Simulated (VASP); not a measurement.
Here is a VASP 6.6.1 calculation.

Contents of INCAR:

```
  PREC = Accurate
  ENCUT = 600
  EDIFF = 1E-6
  ISMEAR = 0
  SIGMA = 0.1
  LREAL = F
  LASPH = T
  NELM = 120
  ALGO = Normal
  ISIF = 2
  LWAVE = F
  LCHARG = F
  NBANDS = 11
  GGA_COMPAT = F
```

The input KPOINTS:

```
regular mesh
0
Gamma
  8 8 8
```

File POSCAR:

```
C
1.0
    0.0000000000      1.7833700000      1.7833700000
    1.7833700000      0.0000000000      1.7833700000
    1.7833700000      1.7833700000      0.0000000000
C
2
Direct
    0.0000000000      0.0000000000      0.0000000000
    0.2500000000      0.2500000000      0.2500000000
```

Potentials or basis: VASP PAW LDA potentials, release 64 (C).

Command:

```console
$ cat potpaw_LDA.64/C/POTCAR > POTCAR
$ mpirun -np 1 vasp_std > vasp.out
```

Problem. Predict the band gap on the k mesh.

Solution. 4.10 eV, indirect (least direct gap 5.54 eV).

Problem. What does it give for the pressure?

Solution. -12.4 GPa.

A k mesh can miss the band edges. Expect the measured gap to be larger: semilocal functionals such as LDA lack the derivative discontinuity.
